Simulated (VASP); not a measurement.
# Sn (Fd-3m) in VASP: notebook

Sn is run at these levels: LDA; tasks: single point.

Everything below comes from runs of VASP 6.6.1. Logs are shortened: lines on timing, memory, paths and dates and some standing lists are left out, and cuts for length are marked.

### Step 1. The cell of the first run

Symmetry: Fd-3m, No. 227, cubic system. Conventional cell: a = 6.476 Å, b = 6.476 Å, c = 6.476 Å, α = 90.00°, β = 90.00°, γ = 90.00°. Sn (site symmetry -43m) has 4 Sn at 2.80 Å within 3.7 Å.

### Step 2. Single point, LDA

The input, INCAR:

```
  PREC = Accurate
  ENCUT = 520
  EDIFF = 1E-7
  ISMEAR = -1
  SIGMA = 0.1
  LREAL = False
  LASPH = True
  NELM = 80
  ALGO = Normal
  ISIF = 2
  LWAVE = False
  LCHARG = False
  GGA = CA
  NBANDS = 21
```

The input, KPOINTS:

```
Automatic mesh
0
Gamma
  5 5 5
```

The input, POSCAR:

```
Sn
1.0
    0.0000000000      3.2380799619      3.2380799619
    3.2380799619      0.0000000000      3.2380799619
    3.2380799619      3.2380799619      0.0000000000
Sn
2
Direct
    0.5000000000      0.5000000000      0.5000000000
    0.7500000000      0.7500000000      0.7500000000
```

Potentials or basis: VASP PAW LDA potentials, release 64 (Sn_d).

The run is started by

```console
> cat potpaw_LDA.64/Sn_d/POTCAR > POTCAR
> mpirun -np 1 vasp_std > vasp.out
```

OUTCAR:

```text
PREC = Accurate
   ENCUT = 520
   EDIFF = 1E-7
   ISMEAR = -1
   LREAL = False
   LASPH = True
   NELM = 80
   ISIF = 2
   GGA = CA

 ion  position               nearest neighbor table
   1  0.500  0.500  0.500-   2 2.80   2 2.80   2 2.80   2 2.80
   2  0.750  0.750  0.750-   1 2.80   1 2.80   1 2.80   1 2.80

  LATTYP: Found a face centered cubic cell.
 ALAT       =     6.4761599238

  Lattice vectors:

 A1 = (   0.0000000000,   3.2380799619,   3.2380799619)
 A2 = (   3.2380799619,   0.0000000000,   3.2380799619)
 A3 = (   3.2380799619,   3.2380799619,   0.0000000000)

Analysis of symmetry for initial positions (statically):
=====================================================================
 Subroutine PRICEL returns:
 Original cell was already a primitive cell.

 Routine SETGRP: Setting up the symmetry group for a
 face centered cubic supercell.

 Subroutine GETGRP returns: Found 48 space group operations
 (whereof 24 operations were pure point group operations)
 out of a pool of 48 trial point group operations.

The static configuration has the point symmetry T_d .
 The point group associated with its full space group is O_h .

Analysis of symmetry for dynamics (positions and initial velocities):
=====================================================================
 Subroutine PRICEL returns:
 Original cell was already a primitive cell.

 Routine SETGRP: Setting up the symmetry group for a
 face centered cubic supercell.

 Subroutine GETGRP returns: Found 48 space group operations
 (whereof 24 operations were pure point group operations)
 out of a pool of 48 trial point group operations.

The dynamic configuration has the point symmetry T_d .
 The point group associated with its full space group is O_h .

 Subroutine INISYM returns: Found 48 space group operations
 (whereof 24 operations are pure point group operations),
 and found     1 'primitive' translations

----------------------------------------------------------------------------------------

                                     Primitive cell

  volume of cell :      67.9036

  direct lattice vectors                    reciprocal lattice vectors
     0.000000000  3.238079962  3.238079962    -0.154412493  0.154412493  0.154412493
     3.238079962  0.000000000  3.238079962     0.154412493 -0.154412493  0.154412493
     3.238079962  3.238079962  0.000000000     0.154412493  0.154412493 -0.154412493

  length of vectors
     4.579336598  4.579336598  4.579336598     0.267450283  0.267450283  0.267450283

  position of ions in fractional coordinates (direct lattice)
     0.500000000  0.500000000  0.500000000
     0.750000000  0.750000000  0.750000000

  ion indices of the primitive-cell ions
   primitive index   ion index
                 1           1
                 2           2

----------------------------------------------------------------------------------------

 KPOINTS: Automatic mesh

Automatic generation of k-mesh.
 Grid dimensions read from file:
 generate k-points for:    5    5    5

 Generating k-lattice:

  Cartesian coordinates                     Fractional coordinates (reciprocal lattice)
    -0.030882499  0.030882499  0.030882499     0.200000000  0.000000000  0.000000000
     0.030882499 -0.030882499  0.030882499     0.000000000  0.200000000  0.000000000
     0.030882499  0.030882499 -0.030882499     0.000000000  0.000000000  0.200000000

  Length of vectors
     0.053490057  0.053490057  0.053490057

  Shift w.r.t. Gamma in fractional coordinates (k-lattice)
     0.000000000  0.000000000  0.000000000

 Subroutine IBZKPT returns following result:
 ===========================================

 Found     10 irreducible k-points:

 Following reciprocal coordinates:
            Coordinates               Weight
  0.000000  0.000000  0.000000      1.000000
  0.200000  0.000000  0.000000      8.000000
  0.400000  0.000000  0.000000      8.000000
  0.200000  0.200000  0.000000      6.000000
  0.400000  0.200000  0.000000     24.000000
 -0.400000  0.200000  0.000000     24.000000
 -0.200000  0.200000  0.000000     12.000000
  0.400000  0.400000  0.000000      6.000000
 -0.400000  0.400000  0.000000     12.000000
 -0.400000  0.400000  0.200000     24.000000
   k-points           NKPTS =     10   k-points in BZ     NKDIM =     10   number of bands    NBANDS=     21
   number of dos      NEDOS =    301   number of ions     NIONS =      2
   total plane-waves  NPLWV =  46656
   dimension x,y,z NGX =    36 NGY =   36 NGZ =   36
   dimension x,y,z NGXF=    72 NGYF=   72 NGZF=   72
   ions per type =               2
   NGX,Y,Z   is equivalent  to a cutoff of  13.07, 13.07, 13.07 a.u.
   NGXF,Y,Z  is equivalent  to a cutoff of  26.14, 26.14, 26.14 a.u.
 SYSTEM =  unknown system
   PREC   = accura    normal or accurate (medium, high low for compatibility)
   ISTART =      0    job   : 0-new  1-cont  2-samecut
   ICHARG =      2    charge: 1-file 2-atom 10-const
   ISPIN  =      1    spin polarized calculation?
   LNONCOLLINEAR =      F non collinear calculations
   LSORBIT =      F    spin-orbit coupling
   LASPH  =      T    aspherical Exc in radial PAW
   ENCUT  =  520.0 eV  38.22 Ry    6.18 a.u.   8.51  8.51  8.51*2*pi/ulx,y,z
   NELM   =     80;   NELMIN=  2; NELMDL= -5     # of ELM steps
   EDIFF  = 0.1E-06   stopping-criterion for ELM
   LREAL  =      F    real-space projection
   EDIFFG = 0.1E-05   stopping-criterion for IOM
   NSW    =      0    number of steps for IOM
   IBRION =     -1    ionic relax: 0-MD 1-quasi-New 2-CG
   NFREE  =      0    steps in history (QN), initial steepest desc. (CG)
   ISIF   =      2    stress and relaxation
   ISYM   =      2    0-nonsym 1-usesym 2-fastsym
   POTIM  = 0.5000    time-step for ionic-motion
   TEBEG  =    0.0;   TEEND  =   0.0 temperature during run
   PSTRESS=    0.0 pullay stress
   NELECT =      28.0000    total number of electrons
   NUPDOWN=      -1.0000    fix difference up-down
   EMIN   =  10.00;   EMAX   =-10.00  energy-range for DOS
   EFERMI =   0.00;   METHOD = LEGACY
   ISMEAR =    -1;   SIGMA  =   0.10  broadening in eV -4-tet -1-fermi 0-gaus
   EFERMI_NEDOS =   21; number of points for ismear=-14 and -15
   IALGO  =     38    algorithm
   IMIX   =      4    mixing-type and parameters
     AMIX     =   0.40;   BMIX     =  1.00
     AMIX_MAG =   1.60;   BMIX_MAG =  1.00
  volume/ion in A,a.u.               =      33.95       229.12
  Fermi-wavevector in a.u.,A,eV,Ry     =   1.218512  2.302654 20.201555  1.484772
  Thomas-Fermi vector in A             =   2.353796
   LORBIT       =      0    0 simple, 1 ext, 2 COOP (PROOUT), +10 PAW based schemes
   GGA     = CA    functional components
   LHFCALC =     F    Hartree Fock is set to
   AEXX    =    0.0000 exact exchange contribution
   IVDW    =     0    specifies the selected vdW correction
   LEPSILON=     F    determine dielectric tensor
   LRPA    =     F    only Hartree local field effects (RPA)
 non-spin polarized calculation
  energy-cutoff  :      520.00
  volume of cell :       67.90
 maximum number of plane-waves:      1849
 NGX is ok and might be reduce to    36
   NGX = 17   NGY = 17   NGZ = 17

 number of electron      28.0000006 magnetization

 Free energy of the ion-electron system (eV)
  ---------------------------------------------------
  ext. energy  EPLUGINS =         0.00000000
  ---------------------------------------------------
  free energy    TOTEN  =        -8.86820229 eV

  energy without entropy =       -8.85540119  energy(sigma->0) =       -8.86180174

 E-fermi :   5.3142     XC(G=0):  -9.2147

 val. band max:        4.9546955974   @ k =   0.2000   0.0000   0.0000
 cond. band min:       5.4171196116   @ k =   0.4000   0.0000   0.0000
 fundamental gap:      0.4624240142
 Fermi energy:         5.3142251135

 k-point     1 :       0.0000    0.0000    0.0000
  band No.  band energies     occupation
      1     -16.1735      2.00000
      2     -16.1735      2.00000
      3     -16.1735      2.00000
      4     -16.1114      2.00000
      5     -16.1114      2.00000
      6     -15.7938      2.00000
[... 13 lines left out ...]
     20      13.4937      0.00000
     21      13.4937      0.00000

 k-point     2 :       0.2000    0.0000    0.0000
  band No.  band energies     occupation
      1     -16.1943      2.00000
      2     -16.1943      2.00000
      3     -16.1644      2.00000
      4     -16.0803      2.00000
      5     -16.0803      2.00000
      6     -15.8303      2.00000
[... 13 lines left out ...]
     20      12.3006      0.00000
     21      12.3006      0.00000

 k-point     3 :       0.4000    0.0000    0.0000
  band No.  band energies     occupation
      1     -16.2092      2.00000
      2     -16.2092      2.00000
      3     -16.1487      2.00000
      4     -16.0523      2.00000
      5     -16.0523      2.00000
      6     -15.8523      2.00000
[... 13 lines left out ...]
     20      13.4189      0.00000
     21      13.4189      0.00000

 k-point     4 :       0.2000    0.2000    0.0000
  band No.  band energies     occupation
      1     -16.1936      2.00000
      2     -16.1936      2.00000
      3     -16.1816      2.00000
      4     -16.0794      2.00000
      5     -16.0417      2.00000
      6     -15.8936      2.00000
[... 13 lines left out ...]
     20      12.4594      0.00000
     21      13.9367      0.00000

 k-point     5 :       0.4000    0.2000    0.0000
  band No.  band energies     occupation
      1     -16.2272      2.00000
      2     -16.2113      2.00000
      3     -16.1397      2.00000
      4     -16.0412      2.00000
      5     -16.0016      2.00000
      6     -15.9336      2.00000
[... 13 lines left out ...]
     20      13.5910      0.00000
     21      14.4417      0.00000

 k-point     6 :      -0.4000    0.2000    0.0000
  band No.  band energies     occupation
      1     -16.2399      2.00000
      2     -16.2213      2.00000
      3     -16.1039      2.00000
      4     -16.0234      2.00000
      5     -16.0113      2.00000
      6     -15.9008      2.00000
[... 13 lines left out ...]
     20      13.0988      0.00000
     21      13.8053      0.00000

 k-point     7 :      -0.2000    0.2000    0.0000
  band No.  band energies     occupation
      1     -16.2173      2.00000
      2     -16.2157      2.00000
      3     -16.1324      2.00000
      4     -16.0638      2.00000
      5     -16.0319      2.00000
      6     -15.8803      2.00000
[... 13 lines left out ...]
     20      13.1414      0.00000
     21      13.7257      0.00000

 k-point     8 :       0.4000    0.4000    0.0000
  band No.  band energies     occupation
      1     -16.2217      2.00000
      2     -16.2217      2.00000
      3     -16.1356      2.00000
      4     -16.0272      2.00000
      5     -15.9963      2.00000
      6     -15.9203      2.00000
[... 13 lines left out ...]
     20      15.2800      0.00000
     21      15.3508      0.00000

 k-point     9 :      -0.4000    0.4000    0.0000
  band No.  band energies     occupation
      1     -16.2451      2.00000
      2     -16.2266      2.00000
      3     -16.0861      2.00000
      4     -16.0261      2.00000
      5     -15.9565      2.00000
      6     -15.9383      2.00000
[... 13 lines left out ...]
     20      13.9583      0.00000
     21      16.0393      0.00000

 k-point    10 :      -0.4000    0.4000    0.2000
  band No.  band energies     occupation
      1     -16.2429      2.00000
      2     -16.2347      2.00000
      3     -16.0793      2.00000
      4     -15.9994      2.00000
      5     -15.9821      2.00000
      6     -15.9515      2.00000
[... 13 lines left out ...]
     20      13.9261      0.00000
     21      15.8537      0.00000

------------------------ aborting loop because EDIFF is reached ----------------------------------------

  FORCE on cell =-STRESS in cart. coord.  units (eV):
  Direction    XX          YY          ZZ          XY          YZ          ZX
  --------------------------------------------------------------------------------------
  -------------------------------------------------------------------------------------
  Total        0.0790013      0.0790013      0.0790013      0.0000000      0.0000000      0.0000000
  in kB        1.8640259      1.8640259      1.8640259      0.0000000      0.0000000      0.0000000
  external PRESSURE =       1.8640259 kB  Pullay stress =       0.0000000 kB

 VOLUME and BASIS-vectors are now :
 -----------------------------------------------------------------------------
  energy-cutoff  :      520.00
  volume of cell :       67.90
      direct lattice vectors                 reciprocal lattice vectors
     0.000000000  3.238079962  3.238079962    -0.154412493  0.154412493  0.154412493
     3.238079962  0.000000000  3.238079962     0.154412493 -0.154412493  0.154412493
     3.238079962  3.238079962  0.000000000     0.154412493  0.154412493 -0.154412493

 POSITION                                       TOTAL-FORCE (eV/Angst)
 -----------------------------------------------------------------------------------
      3.23808      3.23808      3.23808        -0.000000     -0.000000     -0.000000
      4.85712      4.85712      4.85712         0.000000      0.000000      0.000000
 -----------------------------------------------------------------------------------
    total drift:                                0.000000      0.000000      0.000000

  FREE ENERGIE OF THE ION-ELECTRON SYSTEM (eV)
  ---------------------------------------------------
  free  energy   TOTEN  =        -8.8682022855 eV

  energy  without entropy=       -8.8554011889  energy(sigma->0) =       -8.86180174
```

Run time: 22 s. Hardware: 1 thread of Intel Xeon 8259CL, shared host; peak memory 0.17 GiB.

Results:

| Item | Value |
| --- | --- |
| Free energy | -8.8682 eV |
| Pressure | 0.2 GPa |
| Band gap on the k mesh | zero (band 14 reaches 5.53 eV, above the bottom of band 15 at 5.42 eV) |

Caveat: spin-orbit coupling is left out, which moves the levels of the heavy elements.

### Step 3. Single point, LDA

The input, INCAR:

```
SYSTEM = Sn
PREC = Accurate ; ENCUT = 520
EDIFF = 1E-7 ; ISMEAR = -1
SIGMA = 0.1 ; LREAL = .False.
LASPH = .True. ; NELM = 100
ALGO = Normal ; ISIF = 2
LWAVE = .False. ; LCHARG = .False.
GGA = CA ; NBANDS = 21
```

The input, KPOINTS:

```
regular mesh
0
Gamma
  7 7 7
  0 0 0
```

POSCAR is that of step 2.

Potentials or basis: VASP PAW LDA potentials, release 64 (Sn_d).

The run is started by

```console
> cat potpaw_LDA.64/Sn_d/POTCAR > POTCAR
> mpirun -np 1 vasp_std > vasp.out
```

It took 42 s on 1 thread of Intel Xeon 8259CL, shared host; peak memory 0.17 GiB.

Results (log left out):

| Quantity | Value |
| --- | --- |
| Free energy | -8.9296 eV |
| Pressure | 0.0 GPa |
| Band gap on the k mesh | zero (band 14 reaches 5.52 eV, above the bottom of band 15 at 5.38 eV) |

Levels at points of the mesh, in eV from the Fermi level:
| k point | band 10 | band 11 | band 12 | band 13 | band 14 | band 15 | band 16 | band 17 | band 18 | band 19 |
| --- | --- | --- | --- | --- | --- | --- | --- | --- | --- | --- |
| (0.00, 0.00, 0.00) | -21.16 | -10.61 | -0.68 | 0.16 | 0.16 | 0.16 | 2.22 | 2.22 | 2.22 | 4.93 |

Caveat: spin-orbit coupling is left out, which moves the levels of the heavy elements.

### Step 4. Single point, LDA

The input, INCAR:

```
ALGO = Normal ; EDIFF = 1E-6
ENCUT = 520 ; GGA = CA
ISIF = 2 ; ISMEAR = -1
LASPH = True ; LCHARG = True
LELF = True ; LREAL = False
LVHAR = True ; LWAVE = False
NBANDS = 21 ; NELM = 100
PREC = Accurate ; SIGMA = 0.1
```

The input, KPOINTS:

```
k-points
0
Gamma
  9 9 9
```

POSCAR is that of step 3.

The run is started by

```console
> cat potpaw_LDA.64/Sn_d/POTCAR > POTCAR
> mpirun -np 1 vasp_std > vasp.out
```

Wall time 61 s (1 thread of Intel Xeon 8259CL, shared host); peak memory 0.19 GiB.

The run converged. Its results:

```yaml
Free_energy: -8.9418 eV
Pressure: 0.0 GPa
Band_gap_on_the_k_mesh: zero (band 14 reaches 5.52 eV, above the bottom of band 15 at 5.36 eV)
```

Levels at points of the mesh, in eV from the Fermi level:
```
           k point  band 12  band 13  band 14  band 15  band 16  band 17
(0.00, 0.00, 0.00)    -0.73     0.11     0.11     0.11     2.17     2.17
```

Caveat: spin-orbit coupling is left out, which moves the levels of the heavy elements.

### Step 5. Summary

| k mesh | gap on the mesh (eV) | pressure (GPa) |
| --- | --- | --- |
| 5 × 5 × 5 | none | 0.2 |
| 7 × 7 × 7 | none | 0.0 |
| 9 × 9 × 9 | none | 0.0 |

Alike in all rows: task single point; level LDA; potentials or basis VASP PAW LDA potentials, release 64 (Sn_d); no spin polarisation; cell as given; cutoff (eV) 520; smearing fermi-dirac 0.1 eV.

Every run on the cell as given and a fine mesh finds a metal.

Caveats: spin-orbit coupling is left out, which moves the levels of the heavy elements.

Absolute energies hang on the potentials; compare differences alone.
